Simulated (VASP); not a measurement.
# GeW (P4/nmm) in VASP: single point with PBE

Aim: the single point of GeW with PBE.

All numbers are computed with VASP 6.6.1; they aren't measurements. Logs are shortened: lines on timing, memory, paths and dates and some standing lists are left out, and cuts for length are marked.

## 1. The cell of the first run

The structure is tetragonal, space group P4/nmm (No. 129). The conventional cell has a = 3.242 Å, b = 3.242 Å, c = 12.928 Å, α = 90.00°, β = 90.00°, γ = 90.00°. Ge (site symmetry 4mm) has 5 W at 2.68 to 2.92 Å and 8 Ge at 2.90 to 3.24 Å within 3.5 Å. Ge (site symmetry 4mm) has 13 Ge at 2.90 to 3.73 Å and 1 W at 3.17 Å within 3.8 Å. Within 3.6 Å of W (site symmetry 4mm) lie 13 W at 2.75 to 3.24 Å and 1 Ge at 2.92 Å. Within 3.5 Å of W (site symmetry 4mm) lie 5 Ge at 2.68 to 3.17 Å and 9 W at 2.75 to 3.24 Å.

## 2. Single point, PBE

The input, INCAR:

```
  PREC = Accurate
  ENCUT = 520
  EDIFF = 1E-6
  ISMEAR = 0
  SIGMA = 0.1
  LREAL = F
  LASPH = T
  NELM = 80
  ALGO = Normal
  ISIF = 2
  LWAVE = F
  LCHARG = T
  GGA = PE
  LELF = T
  LVHAR = T
  NBANDS = 66
```

The input, KPOINTS:

```
regular mesh
0
Gamma
  10 10 4
```

The input, POSCAR:

```
GeW
1.0
    3.2419414465      0.0000000000      0.0000000000
    0.0000000000      3.2419414465      0.0000000000
    0.0000000000      0.0000000000     12.9278118680
Ge W
4 4
Direct
    0.5000000000      0.0000000000      0.7129172828
    0.0000000000      0.5000000000      0.5759888778
    0.0000000000      0.5000000000      0.2870827172
    0.5000000000      0.0000000000      0.4240111222
    0.5000000000      0.0000000000      0.9389011972
    0.0000000000      0.5000000000      0.0610988028
    0.0000000000      0.5000000000      0.8209612739
    0.5000000000      0.0000000000      0.1790387261
```

Potentials or basis: VASP PAW PBE potentials, release 64 (Ge_d, W_sv).

Started as:

```sh
$ cat potpaw_PBE.64/Ge_d/POTCAR potpaw_PBE.64/W_sv/POTCAR > POTCAR
$ mpirun -np 1 vasp_std > vasp.out
```

OUTCAR:

```text
PREC = Accurate
   ENCUT = 520
   EDIFF = 1E-6
   ISMEAR = 0
   LREAL = F
   LASPH = T
   NELM = 80
   ISIF = 2
   GGA = PE

 ion  position               nearest neighbor table
   1  0.500  0.000  0.713-   7 2.68   7 2.68   7 2.68   7 2.68   2 2.90   2 2.90   2 2.90   2 2.90
                             5 2.92
   2  0.000  0.500  0.576-   1 2.90   1 2.90   1 2.90   1 2.90   7 3.17
   3  0.000  0.500  0.287-   8 2.68   8 2.68   8 2.68   8 2.68   4 2.90   4 2.90   4 2.90   4 2.90
                             6 2.92
   4  0.500  0.000  0.424-   3 2.90   3 2.90   3 2.90   3 2.90   8 3.17
   5  0.500  0.000  0.939-   7 2.75   7 2.75   7 2.75   7 2.75   6 2.78   6 2.78   6 2.78   6 2.78
                             1 2.92   8 3.10
   6  0.000  0.500  0.061-   8 2.75   8 2.75   8 2.75   8 2.75   5 2.78   5 2.78   5 2.78   5 2.78
                             3 2.92   7 3.10
   7  0.000  0.500  0.821-   1 2.68   1 2.68   1 2.68   1 2.68   5 2.75   5 2.75   5 2.75   5 2.75
                             6 3.10   2 3.17
   8  0.500  0.000  0.179-   3 2.68   3 2.68   3 2.68   3 2.68   6 2.75   6 2.75   6 2.75   6 2.75
                             5 3.10   4 3.17

  LATTYP: Found a simple tetragonal cell.
 ALAT       =     3.2419414465
 C/A-ratio  =     3.9876759286

  Lattice vectors:

 A1 = (   3.2419414465,   0.0000000000,   0.0000000000)
 A2 = (   0.0000000000,   3.2419414465,   0.0000000000)
 A3 = (   0.0000000000,   0.0000000000,  12.9278118680)

Analysis of symmetry for initial positions (statically):
=====================================================================
 Subroutine PRICEL returns:
 Original cell was already a primitive cell.

 Routine SETGRP: Setting up the symmetry group for a
 simple tetragonal supercell.

 Subroutine GETGRP returns: Found 16 space group operations
 (whereof  8 operations were pure point group operations)
 out of a pool of 16 trial point group operations.

The static configuration has the point symmetry D_2d.
 The point group associated with its full space group is D_4h.

Analysis of symmetry for dynamics (positions and initial velocities):
=====================================================================
 Subroutine PRICEL returns:
 Original cell was already a primitive cell.

 Routine SETGRP: Setting up the symmetry group for a
 simple tetragonal supercell.

 Subroutine GETGRP returns: Found 16 space group operations
 (whereof  8 operations were pure point group operations)
 out of a pool of 16 trial point group operations.

The dynamic configuration has the point symmetry D_2d.
 The point group associated with its full space group is D_4h.

 Subroutine INISYM returns: Found 16 space group operations
 (whereof  8 operations are pure point group operations),
 and found     1 'primitive' translations

----------------------------------------------------------------------------------------

                                     Primitive cell

  volume of cell :     135.8737

  direct lattice vectors                    reciprocal lattice vectors
     3.241941446  0.000000000  0.000000000     0.308457144  0.000000000  0.000000000
     0.000000000  3.241941446  0.000000000     0.000000000  0.308457144  0.000000000
     0.000000000  0.000000000 12.927811868     0.000000000  0.000000000  0.077352611

  length of vectors
     3.241941446  3.241941446 12.927811868     0.308457144  0.308457144  0.077352611

  position of ions in fractional coordinates (direct lattice)
     0.500000000  0.000000000  0.712917283
     0.000000000  0.500000000  0.575988878
     0.000000000  0.500000000  0.287082717
     0.500000000  0.000000000  0.424011122
     0.500000000  0.000000000  0.938901197
     0.000000000  0.500000000  0.061098803
     0.000000000  0.500000000  0.820961274
     0.500000000  0.000000000  0.179038726

  ion indices of the primitive-cell ions
   primitive index   ion index
                 1           1
                 2           2
                 3           3
                 4           4
                 5           5
                 6           6
                 7           7
                 8           8

----------------------------------------------------------------------------------------

 KPOINTS: regular mesh

Automatic generation of k-mesh.
 Grid dimensions read from file:
 generate k-points for:   10   10    4

 Generating k-lattice:

  Cartesian coordinates                     Fractional coordinates (reciprocal lattice)
     0.030845714  0.000000000  0.000000000     0.100000000  0.000000000  0.000000000
     0.000000000  0.030845714  0.000000000     0.000000000  0.100000000  0.000000000
     0.000000000  0.000000000  0.019338153     0.000000000  0.000000000  0.250000000

  Length of vectors
     0.030845714  0.030845714  0.019338153

  Shift w.r.t. Gamma in fractional coordinates (k-lattice)
     0.000000000  0.000000000  0.000000000

 Subroutine IBZKPT returns following result:
 ===========================================

 Found     63 irreducible k-points:

 Following reciprocal coordinates:
            Coordinates               Weight
  0.000000  0.000000  0.000000      1.000000
  0.100000  0.000000  0.000000      4.000000
  0.200000  0.000000  0.000000      4.000000
  0.300000  0.000000  0.000000      4.000000
  0.400000  0.000000  0.000000      4.000000
  0.500000  0.000000  0.000000      2.000000
[... 16 lines left out ...]
  0.100000  0.000000  0.250000      8.000000
  0.200000  0.000000  0.250000      8.000000
 [... further k-points ...]
   k-points           NKPTS =     63   k-points in BZ     NKDIM =     63   number of bands    NBANDS=     66
   number of dos      NEDOS =    301   number of ions     NIONS =      8
   total plane-waves  NPLWV =  55296
   dimension x,y,z NGX =    24 NGY =   24 NGZ =   96
   dimension x,y,z NGXF=    48 NGYF=   48 NGZF=  192
   ions per type =               4   4
   NGX,Y,Z   is equivalent  to a cutoff of  12.31, 12.31, 12.35 a.u.
   NGXF,Y,Z  is equivalent  to a cutoff of  24.61, 24.61, 24.69 a.u.
 SYSTEM =  unknown system
   PREC   = accura    normal or accurate (medium, high low for compatibility)
   ISTART =      0    job   : 0-new  1-cont  2-samecut
   ICHARG =      2    charge: 1-file 2-atom 10-const
   ISPIN  =      1    spin polarized calculation?
   LNONCOLLINEAR =      F non collinear calculations
   LSORBIT =      F    spin-orbit coupling
   LASPH  =      T    aspherical Exc in radial PAW
   ENCUT  =  520.0 eV  38.22 Ry    6.18 a.u.   6.03  6.03 24.04*2*pi/ulx,y,z
   NELM   =     80;   NELMIN=  2; NELMDL= -5     # of ELM steps
   EDIFF  = 0.1E-05   stopping-criterion for ELM
   LREAL  =      F    real-space projection
   EDIFFG = 0.1E-04   stopping-criterion for IOM
   NSW    =      0    number of steps for IOM
   IBRION =     -1    ionic relax: 0-MD 1-quasi-New 2-CG
   NFREE  =      0    steps in history (QN), initial steepest desc. (CG)
   ISIF   =      2    stress and relaxation
   ISYM   =      2    0-nonsym 1-usesym 2-fastsym
   POTIM  = 0.5000    time-step for ionic-motion
   TEBEG  =    0.0;   TEEND  =   0.0 temperature during run
   PSTRESS=    0.0 pullay stress
   NELECT =     112.0000    total number of electrons
   NUPDOWN=      -1.0000    fix difference up-down
   EMIN   =  10.00;   EMAX   =-10.00  energy-range for DOS
   EFERMI =   0.00;   METHOD = LEGACY
   ISMEAR =     0;   SIGMA  =   0.10  broadening in eV -4-tet -1-fermi 0-gaus
   EFERMI_NEDOS =   21; number of points for ismear=-14 and -15
   IALGO  =     38    algorithm
   IMIX   =      4    mixing-type and parameters
     AMIX     =   0.40;   BMIX     =  1.00
     AMIX_MAG =   1.60;   BMIX_MAG =  1.00
  volume/ion in A,a.u.               =      16.98       114.62
  Fermi-wavevector in a.u.,A,eV,Ry     =   1.534979  2.900689 32.057503  2.356160
  Thomas-Fermi vector in A             =   2.641831
   LORBIT       =      0    0 simple, 1 ext, 2 COOP (PROOUT), +10 PAW based schemes
   GGA     = PE    functional components
   LHFCALC =     F    Hartree Fock is set to
   AEXX    =    0.0000 exact exchange contribution
   IVDW    =     0    specifies the selected vdW correction
   LEPSILON=     F    determine dielectric tensor
   LRPA    =     F    only Hartree local field effects (RPA)
 non-spin polarized calculation
 Gauss-broadening in eV      SIGMA  =   0.10
  energy-cutoff  :      520.00
  volume of cell :      135.87
 maximum number of plane-waves:      3694
   NGX = 13   NGY = 13   NGZ = 49

 number of electron     111.9999921 magnetization

 Free energy of the ion-electron system (eV)
  ---------------------------------------------------
  ext. energy  EPLUGINS =         0.00000000
  ---------------------------------------------------
  free energy    TOTEN  =       -68.20812545 eV

  energy without entropy =      -68.19232906  energy(sigma->0) =      -68.20022726

 E-fermi :   9.1311     XC(G=0): -12.4991

 val. band max:        9.1189752949   @ k =   0.4000   0.4000   0.2500
 cond. band min:       9.1347975154   @ k =   0.3000   0.0000   0.5000
 fundamental gap:      0.0158222205
 Fermi energy:         9.1310670420

 k-point     1 :       0.0000    0.0000    0.0000
  band No.  band energies     occupation
      1     -65.0669      2.00000
      2     -64.9740      2.00000
      3     -64.7725      2.00000
      4     -64.7700      2.00000
      5     -29.4668      2.00000
      6     -29.4418      2.00000
[... 58 lines left out ...]
     65      12.1793      0.00000
     66      12.6276      0.00000

 k-point     2 :       0.1000    0.0000    0.0000
  band No.  band energies     occupation
      1     -65.0630      2.00000
      2     -64.9742      2.00000
      3     -64.7729      2.00000
      4     -64.7709      2.00000
      5     -29.4926      2.00000
      6     -29.4793      2.00000
[... 1507 lines left out ...]
     65      12.0011      0.00000
     66      12.4290      0.00000

 k-point    24 :       0.2000    0.0000    0.2500
  band No.  band energies     occupation
      1     -65.0522      2.00000
      2     -64.9756      2.00000
      3     -64.7739      2.00000
      4     -64.7732      2.00000
      5     -29.5587      2.00000
      6     -29.5531      2.00000
[... 58 lines left out ...]
     65      12.0364      0.00000
     66      12.0548      0.00000

 [... further k-points ...]

------------------------ aborting loop because EDIFF is reached ----------------------------------------

  FORCE on cell =-STRESS in cart. coord.  units (eV):
  Direction    XX          YY          ZZ          XY          YZ          ZX
  --------------------------------------------------------------------------------------
  -------------------------------------------------------------------------------------
  Total        0.2364099      0.2364099      0.2307835      0.0000000      0.0000000      0.0000000
  in kB        2.7876672      2.7876672      2.7213223      0.0000000      0.0000000      0.0000000
  external PRESSURE =       2.7655522 kB  Pullay stress =       0.0000000 kB

 VOLUME and BASIS-vectors are now :
 -----------------------------------------------------------------------------
  energy-cutoff  :      520.00
  volume of cell :      135.87
      direct lattice vectors                 reciprocal lattice vectors
     3.241941446  0.000000000  0.000000000     0.308457144  0.000000000  0.000000000
     0.000000000  3.241941446  0.000000000     0.000000000  0.308457144  0.000000000
     0.000000000  0.000000000 12.927811868     0.000000000  0.000000000  0.077352611

 POSITION                                       TOTAL-FORCE (eV/Angst)
 -----------------------------------------------------------------------------------
      1.62097      0.00000      9.21646         0.000000      0.000000     -0.018230
      0.00000      1.62097      7.44628         0.000000      0.000000     -0.008008
      0.00000      1.62097      3.71135        -0.000000      0.000000      0.018230
      1.62097      0.00000      5.48154        -0.000000      0.000000      0.008008
      1.62097      0.00000     12.13794        -0.000000      0.000000      0.003663
      0.00000      1.62097      0.78987         0.000000      0.000000     -0.003663
      0.00000      1.62097     10.61323        -0.000000      0.000000     -0.013922
      1.62097      0.00000      2.31458        -0.000000      0.000000      0.013922
 -----------------------------------------------------------------------------------
    total drift:                                0.000000      0.000000      0.000000

  FREE ENERGIE OF THE ION-ELECTRON SYSTEM (eV)
  ---------------------------------------------------
  free  energy   TOTEN  =       -68.2081254475 eV

  energy  without entropy=      -68.1923290648  energy(sigma->0) =      -68.20022726
```

Run time: 12 min. Hardware: 1 thread of Intel Xeon 8259CL, shared host; peak memory 0.51 GiB.

Results:

```
Free energy            : -68.2081 eV
Pressure               : 0.3 GPa
Largest force          : 0.018 eV/Å
Band gap on the k mesh : zero (bands 56 and 57 overlap by 1.44 eV)
```

Forces on the atoms (eV/Å):
```
Ge   0.000  0.000 -0.018
Ge   0.000  0.000 -0.008
Ge   0.000  0.000  0.018
Ge   0.000  0.000  0.008
W    0.000  0.000  0.004
W    0.000  0.000 -0.004
W    0.000  0.000 -0.014
W    0.000  0.000  0.014
```

Levels at points of the mesh, in eV from the Fermi level:
```tsv
k point	band 52	band 53	band 54	band 55	band 56	band 57	band 58	band 59	band 60	band 61
(0.00, 0.00, 0.00)	-1.07	-0.66	-0.66	0.16	0.93	0.93	1.08	1.19	1.73	1.73
(0.50, 0.00, 0.00)	-1.81	-1.67	-1.67	0.23	0.23	1.10	1.10	1.62	1.62	2.28
(0.50, 0.50, 0.00)	-2.46	-2.43	-2.43	-0.58	-0.58	-0.51	-0.51	0.58	0.58	2.01
(0.00, 0.00, 0.50)	-1.07	-0.57	-0.57	0.16	0.63	0.63	0.97	1.08	1.66	2.27
(0.50, 0.00, 0.50)	-1.67	-1.20	-1.20	-0.20	-0.20	1.35	1.35	1.63	1.63	1.84
(0.50, 0.50, 0.50)	-2.82	-1.80	-1.80	-1.03	-1.03	-0.32	-0.32	0.92	0.92	2.05
```

Caveat: spin-orbit coupling is left out, which moves the levels of the heavy elements.
